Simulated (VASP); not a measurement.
A run of VASP 6.6.1 is set up as follows.

The input INCAR:

```
  PREC = Accurate
  ENCUT = 520
  EDIFF = 1E-6
  ISMEAR = 0
  SIGMA = 0.01
  LREAL = F
  LASPH = T
  NELM = 60
  ALGO = Normal
  ISIF = 2
  LWAVE = F
  LCHARG = T
  GGA = PS
  LELF = T
  LVHAR = T
  NBANDS = 33
```

The input KPOINTS:

```
regular mesh
0
Gamma
  6 6 8
```

The input POSCAR:

```
TiO2
1.0
    4.4858030262      0.0000000000      0.0000000000
    0.0000000000      4.4858030262      0.0000000000
    0.0000000000      0.0000000000      2.9051597017
Ti O
2 4
Direct
    0.0000000000      0.0000000000      0.0000000000
    0.5000000000      0.5000000000      0.5000000000
    0.3027445158      0.3027445158      0.0000000000
    0.1972554842      0.8027445158      0.5000000000
    0.6972554842      0.6972554842      0.0000000000
    0.8027445158      0.1972554842      0.5000000000
```

Potentials or basis: VASP PAW PBE potentials, release 64 (Ti_sv, O).

Launch:

```bash
$ cat potpaw_PBE.64/Ti_sv/POTCAR potpaw_PBE.64/O/POTCAR > POTCAR
$ mpirun -np 1 vasp_std > vasp.out
```

(1) What does it give for the largest force?

(2) Predict the pressure.

(3) Estimate the band gap on the k mesh.

Results:

(1) 0.020 eV/Å.

(2) 15.8 GPa.

(3) 1.89 eV.

Caveat: the cell stands under pressure; the PAW data sets were made with another functional, which shifts forces and pressure a little.
